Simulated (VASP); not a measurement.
# AlN (I-4m2) in VASP: notebook, part 2 of 2

VASP 6.6.1. The steps go on from the part before.

## 4. Single point, r2SCAN (epitaxial xy strain -2.0%)

File POSCAR:

```
AlN
1.0
    0.0000000000      2.1411788842      2.2285739407
    2.1411788842      0.0000000000      2.2285739407
    2.1411788842      2.1411788842      0.0000000000
Al N
1 1
Direct
    0.0000000000      0.0000000000      0.0000000000
    0.2500000000      0.2500000000      0.2500000000
```

File INCAR.step1:

```
SYSTEM = AlN
ALGO = Normal
EDIFF = 1E-4
ENCUT = 520
GGA = PE
ISMEAR = 0
LASPH = .TRUE.
LCHARG = .FALSE.
LREAL = .FALSE.
LWAVE = .TRUE.
NBANDS = 11
NELM = 60
PREC = Accurate
SIGMA = 0.01
```

File INCAR.step2:

```
SYSTEM = AlN
ALGO = Normal
EDIFF = 1E-7
ENCUT = 520
ISIF = 2
ISMEAR = 0
ISTART = 1
LASPH = .TRUE.
LCHARG = .FALSE.
LMIXTAU = .TRUE.
LREAL = .FALSE.
LWAVE = .FALSE.
METAGGA = R2SCAN
NBANDS = 11
NELM = 60
PREC = Accurate
SIGMA = 0.01
```

File KPOINTS:

```
k-points
0
G
  10 10 10
  0 0 0
```

Potentials or basis: VASP PAW PBE potentials, release 64 (Al, N).

Run with:

```sh
$ cat potpaw_PBE.64/Al/POTCAR potpaw_PBE.64/N/POTCAR > POTCAR
$ cp INCAR.step1 INCAR
$ mpirun -np 1 vasp_std > vasp.out
$ cp INCAR.step2 INCAR
$ mpirun -np 1 vasp_std > vasp.out
```

OUTCAR:

```text
SYSTEM = AlN
   EDIFF = 1E-7
   ENCUT = 520
   ISIF = 2
   ISMEAR = 0
   ISTART = 1
   LASPH = .TRUE.
   LREAL = .FALSE.
   METAGGA = R2SCAN
   NELM = 60
   PREC = Accurate

 ion  position               nearest neighbor table
   1  0.000  0.000  0.000-   2 1.88   2 1.88   2 1.88   2 1.88
   2  0.250  0.250  0.250-   1 1.88   1 1.88   1 1.88   1 1.88

  LATTYP: Found a body centered tetragonal cell.
 ALAT       =     3.0280842175
 C/A-ratio  =     1.4719365649

  Lattice vectors:

 A1 = (  -2.1411788842,   0.0000000000,   2.2285739407)
 A2 = (   2.1411788842,   0.0000000000,   2.2285739407)
 A3 = (   0.0000000000,   2.1411788842,  -2.2285739407)

Analysis of symmetry for initial positions (statically):
=====================================================================
 Subroutine PRICEL returns:
 Original cell was already a primitive cell.

 Routine SETGRP: Setting up the symmetry group for a
 body centered tetragonal supercell.

 Subroutine GETGRP returns: Found  8 space group operations
 (whereof  8 operations were pure point group operations)
 out of a pool of 16 trial point group operations.

The static configuration has the point symmetry D_2d.

Analysis of symmetry for dynamics (positions and initial velocities):
=====================================================================
 Subroutine PRICEL returns:
 Original cell was already a primitive cell.

 Routine SETGRP: Setting up the symmetry group for a
 body centered tetragonal supercell.

 Subroutine GETGRP returns: Found  8 space group operations
 (whereof  8 operations were pure point group operations)
 out of a pool of 16 trial point group operations.

The dynamic configuration has the point symmetry D_2d.

 Subroutine INISYM returns: Found  8 space group operations
 (whereof  8 operations are pure point group operations),
 and found     1 'primitive' translations

----------------------------------------------------------------------------------------

                                     Primitive cell

  volume of cell :      20.4344

  direct lattice vectors                    reciprocal lattice vectors
     0.000000000  2.141178884  2.228573941    -0.233516220  0.233516220  0.224358721
     2.141178884  0.000000000  2.228573941     0.233516220 -0.233516220  0.224358721
     2.141178884  2.141178884  0.000000000     0.233516220  0.233516220 -0.224358721

  length of vectors
     3.090499769  3.090499769  3.028084218     0.399244895  0.399244895  0.399244895

  position of ions in fractional coordinates (direct lattice)
     0.000000000  0.000000000  0.000000000
     0.250000000  0.250000000  0.250000000

  ion indices of the primitive-cell ions
   primitive index   ion index
                 1           1
                 2           2

----------------------------------------------------------------------------------------

 KPOINTS: k-points

Automatic generation of k-mesh.
 Grid dimensions read from file:
 generate k-points for:   10   10   10

 Generating k-lattice:

  Cartesian coordinates                     Fractional coordinates (reciprocal lattice)
    -0.023351622  0.023351622  0.022435872     0.100000000  0.000000000  0.000000000
[... 39 lines left out ...]
  0.400000  0.300000  0.000000      8.000000
 [... further k-points ...]
   k-points           NKPTS =    102   k-points in BZ     NKDIM =    102   number of bands    NBANDS=     11
   number of dos      NEDOS =    301   number of ions     NIONS =      2
   total plane-waves  NPLWV =  13824
   dimension x,y,z NGX =    24 NGY =   24 NGZ =   24
   dimension x,y,z NGXF=    48 NGYF=   48 NGZF=   48
   ions per type =               1   1
   NGX,Y,Z   is equivalent  to a cutoff of  12.91, 12.91, 13.18 a.u.
   NGXF,Y,Z  is equivalent  to a cutoff of  25.82, 25.82, 26.35 a.u.
 SYSTEM =  AlN
   PREC   = accura    normal or accurate (medium, high low for compatibility)
   ISTART =      1    job   : 0-new  1-cont  2-samecut
   ICHARG =      0    charge: 1-file 2-atom 10-const
   ISPIN  =      1    spin polarized calculation?
   LNONCOLLINEAR =      F non collinear calculations
   LSORBIT =      F    spin-orbit coupling
   LASPH  =      T    aspherical Exc in radial PAW
   ENCUT  =  520.0 eV  38.22 Ry    6.18 a.u.   5.75  5.75  5.63*2*pi/ulx,y,z
   NELM   =     60;   NELMIN=  2; NELMDL=  0     # of ELM steps
   EDIFF  = 0.1E-06   stopping-criterion for ELM
   LREAL  =      F    real-space projection
   EDIFFG = 0.1E-05   stopping-criterion for IOM
   NSW    =      0    number of steps for IOM
   IBRION =     -1    ionic relax: 0-MD 1-quasi-New 2-CG
   NFREE  =      0    steps in history (QN), initial steepest desc. (CG)
   ISIF   =      2    stress and relaxation
   ISYM   =      2    0-nonsym 1-usesym 2-fastsym
   POTIM  = 0.5000    time-step for ionic-motion
   TEBEG  =    0.0;   TEEND  =   0.0 temperature during run
   PSTRESS=    0.0 pullay stress
   NELECT =       8.0000    total number of electrons
   NUPDOWN=      -1.0000    fix difference up-down
   EMIN   =  10.00;   EMAX   =-10.00  energy-range for DOS
   EFERMI =   0.00;   METHOD = LEGACY
   ISMEAR =     0;   SIGMA  =   0.01  broadening in eV -4-tet -1-fermi 0-gaus
   EFERMI_NEDOS =   21; number of points for ismear=-14 and -15
   IALGO  =     38    algorithm
   IMIX   =      4    mixing-type and parameters
     AMIX     =   0.40;   BMIX     =  1.00
     AMIX_MAG =   1.60;   BMIX_MAG =  1.00
  volume/ion in A,a.u.               =      10.22        68.95
  Fermi-wavevector in a.u.,A,eV,Ry     =   1.197615  2.263164 19.514583  1.434281
  Thomas-Fermi vector in A             =   2.333525
   LORBIT       =      0    0 simple, 1 ext, 2 COOP (PROOUT), +10 PAW based schemes
   METAGGA = R2SCAN    functional components
   LHFCALC =     F    Hartree Fock is set to
   AEXX    =    0.0000 exact exchange contribution
   IVDW    =     0    specifies the selected vdW correction
   LEPSILON=     F    determine dielectric tensor
   LRPA    =     F    only Hartree local field effects (RPA)
 non-spin polarized calculation
 Gauss-broadening in eV      SIGMA  =   0.01
  energy-cutoff  :      520.00
  volume of cell :       20.43
 maximum number of plane-waves:       568
   NGX = 11   NGY = 11   NGZ = 11

 number of electron       7.9999999 magnetization

 Free energy of the ion-electron system (eV)
  ---------------------------------------------------
  ext. energy  EPLUGINS =         0.00000000
  ---------------------------------------------------
  free energy    TOTEN  =       -19.16361290 eV

  energy without entropy =      -19.16361290  energy(sigma->0) =      -19.16361290

 E-fermi :   6.1118     XC(G=0): -11.5079

 val. band max:        5.9577864455   @ k =  -0.1000   0.1000   0.0000
 cond. band min:       9.7740275507   @ k =   0.5000   0.0000   0.5000
 fundamental gap:      3.8162411051
 Fermi energy:         6.1117937644

 k-point     1 :       0.0000    0.0000    0.0000
  band No.  band energies     occupation
      1      -9.9763      2.00000
      2       5.7584      2.00000
      3       5.9451      2.00000
      4       5.9451      2.00000
      5      10.9475      0.00000
      6      19.5894      0.00000
      7      19.5894      0.00000
      8      19.6381      0.00000
      9      23.8026      0.00000
     10      25.2608      0.00000
     11      25.3343      0.00000
[... 309 lines left out ...]
 k-point    24 :       0.4000    0.3000    0.0000
  band No.  band energies     occupation
      1      -8.0221      2.00000
      2       1.5018      2.00000
      3       4.2633      2.00000
      4       4.6424      2.00000
      5      11.5406      0.00000
      6      16.8058      0.00000
      7      18.9750      0.00000
      8      22.0380      0.00000
      9      22.5419      0.00000
     10      28.8842      0.00000
     11      31.0226      0.00000

 [... further k-points ...]

------------------------ aborting loop because EDIFF is reached ----------------------------------------

  FORCE on cell =-STRESS in cart. coord.  units (eV):
  Direction    XX          YY          ZZ          XY          YZ          ZX
  --------------------------------------------------------------------------------------
  -------------------------------------------------------------------------------------
  Total        0.7894360      0.7894360     -0.0487974      0.0000000     -0.0000000      0.0000000
  in kB       61.8962846     61.8962846     -3.8259930      0.0000000     -0.0000000      0.0000000
  external PRESSURE =      39.9888587 kB  Pullay stress =       0.0000000 kB

 VOLUME and BASIS-vectors are now :
 -----------------------------------------------------------------------------
  energy-cutoff  :      520.00
  volume of cell :       20.43
      direct lattice vectors                 reciprocal lattice vectors
     0.000000000  2.141178884  2.228573941    -0.233516220  0.233516220  0.224358721
     2.141178884  0.000000000  2.228573941     0.233516220 -0.233516220  0.224358721
     2.141178884  2.141178884  0.000000000     0.233516220  0.233516220 -0.224358721

 POSITION                                       TOTAL-FORCE (eV/Angst)
 -----------------------------------------------------------------------------------
      0.00000      0.00000      0.00000        -0.000000     -0.000000      0.000000
      1.07059      1.07059      1.11429         0.000000      0.000000     -0.000000
 -----------------------------------------------------------------------------------
    total drift:                                0.000000      0.000000     -0.000003

  FREE ENERGIE OF THE ION-ELECTRON SYSTEM (eV)
  ---------------------------------------------------
  free  energy   TOTEN  =       -19.1636129049 eV

  energy  without entropy=      -19.1636129049  energy(sigma->0) =      -19.16361290
```

OSZICAR.step1:

```text
N       E                     dE             d eps       ncg     rms          rms(c)
DAV:   1     0.107860365117E+02    0.10786E+02   -0.38518E+03  2300   0.602E+02
DAV:   2    -0.163156771462E+02   -0.27102E+02   -0.25987E+02  2675   0.137E+02
DAV:   3    -0.172253308268E+02   -0.90965E+00   -0.90845E+00  2730   0.240E+01
DAV:   4    -0.172301206939E+02   -0.47899E-02   -0.47896E-02  2592   0.190E+00
DAV:   5    -0.172301774449E+02   -0.56751E-04   -0.56751E-04  2724   0.200E-01    0.871E+00
DAV:   6    -0.148256260221E+02    0.24046E+01   -0.11764E+01  2631   0.173E+01    0.285E+00
DAV:   7    -0.148204033277E+02    0.52227E-02   -0.18275E-01  2541   0.329E+00    0.208E+00
DAV:   8    -0.148152611205E+02    0.51422E-02   -0.27719E-02  2490   0.157E+00    0.580E-01
DAV:   9    -0.148138574316E+02    0.14037E-02   -0.40180E-03  2706   0.377E-01    0.233E-01
DAV:  10    -0.148138994447E+02   -0.42013E-04   -0.38855E-04  2415   0.128E-01
   1 F= -.14813899E+02 E0= -.14813899E+02  d E =-.158983E-21
```

It took 26 s on 1 thread of Intel Xeon 6975P-C (Granite Rapids), shared host; peak memory 0.14 GiB.

Results:

```
Free energy            : -19.1636 eV
Pressure               : 4.0 GPa
Band gap on the k mesh : 3.82 eV (least direct gap 5.00 eV)
```

Stress tensor (GPa, compression positive):
```
 6.19  0.00  0.00
 0.00  6.19  0.00
 0.00  0.00 -0.38
```

Caveat: the cell differs from its parent crystal (epitaxial xy strain -2.0%); the cell stands under pressure; the PAW data sets were made with another functional, which shifts forces and pressure a little. A k mesh can miss the band edges.

## 5. Single point, r2SCAN (epitaxial xy strain -1.0%)

File POSCAR:

```
AlN
1.0
    0.0000000000      2.1630276483      2.2073064882
    2.1630276483      0.0000000000      2.2073064882
    2.1630276483      2.1630276483      0.0000000000
Al N
1 1
Direct
    0.0000000000      0.0000000000      0.0000000000
    0.2500000000      0.2500000000      0.2500000000
```

File INCAR.step1:

```
SYSTEM = AlN
PREC = Accurate
ENCUT = 520
ISMEAR = 0
SIGMA = 0.01
LREAL = .False.
LASPH = .True.
NELM = 100
NBANDS = 11
GGA = PE
ALGO = Normal
EDIFF = 1E-4
LWAVE = .True.
LCHARG = .False.
```

File INCAR.step2:

```
SYSTEM = AlN
PREC = Accurate
ENCUT = 520
EDIFF = 1E-6
ISMEAR = 0
SIGMA = 0.01
LREAL = .False.
LASPH = .True.
NELM = 100
ALGO = Normal
ISIF = 2
LWAVE = .False.
LCHARG = .True.
METAGGA = R2SCAN
LMIXTAU = .True.
LELF = .True.
LVHAR = .True.
NBANDS = 11
ISTART = 1
```

File KPOINTS:

```
Automatic mesh
0
Gamma
  10 10 10
  0 0 0
```

Run with:

```sh
$ cat potpaw_PBE.64/Al/POTCAR potpaw_PBE.64/N/POTCAR > POTCAR
$ cp INCAR.step1 INCAR
$ mpirun -np 1 vasp_std > vasp.out
$ cp INCAR.step2 INCAR
$ mpirun -np 1 vasp_std > vasp.out
```

Run time: 24 s. Hardware: 1 thread of Intel Xeon 6975P-C (Granite Rapids), shared host; peak memory 0.15 GiB.

It converged, with:

* Free energy: -19.1759 eV
* Pressure: 1.7 GPa
* Band gap on the k mesh: 3.88 eV (least direct gap 4.94 eV)

Stress tensor (GPa, compression positive):
```
 2.75  0.00  0.00
 0.00  2.75  0.00
 0.00  0.00 -0.39
```

Levels at points of the mesh, in eV from the valence-band top:
```tsv
k point	band 1	band 2	band 3	band 4	band 5	band 6	band 7	band 8
(0.00, 0.00, 0.00)	-15.82	-0.09	0.00	0.00	4.94	13.57	13.57	13.60
(0.50, 0.00, 0.00)	-13.78	-5.96	-0.61	-0.43	8.24	10.86	11.81	12.16
(0.50, 0.50, 0.00)	-13.21	-5.14	-1.73	-1.73	3.98	9.72	15.04	17.15
(0.50, 0.00, 0.50)	-13.12	-4.94	-1.90	-1.90	3.88	9.40	15.42	16.66
```

Caveat: the cell differs from its parent crystal (epitaxial xy strain -1.0%); the PAW data sets were made with another functional, which shifts forces and pressure a little. A k mesh can miss the band edges.

## 6. The runs side by side

```tsv
cell	gap on the mesh (eV)	pressure (GPa)
a = 3.089, b = 3.089, c = 2.966 Å, angles 61.3, 61.3, 57.4°, 2 atoms	3.68	9.2
a = 3.090, b = 3.090, c = 2.997 Å, angles 61.0, 61.0, 58.0°, 2 atoms	3.75	6.5
a = 3.090, b = 3.090, c = 3.028 Å, angles 60.7, 60.7, 58.7°, 2 atoms	3.82	4.0
a = 3.090, b = 3.090, c = 3.059 Å, angles 60.3, 60.3, 59.3°, 2 atoms	3.88	1.7
```

Alike in all rows: task single point; level r2SCAN; potentials or basis VASP PAW PBE potentials, release 64 (Al, N); no spin polarisation; k mesh 10 × 10 × 10; cutoff (eV) 520; smearing gaussian 0.01 eV.

Caveats: the PAW data sets were made with another functional, which shifts forces and pressure a little; the cell stands under pressure (at least some runs).

Total energies depend on the potentials used, so only differences within one code and one set of settings carry meaning.
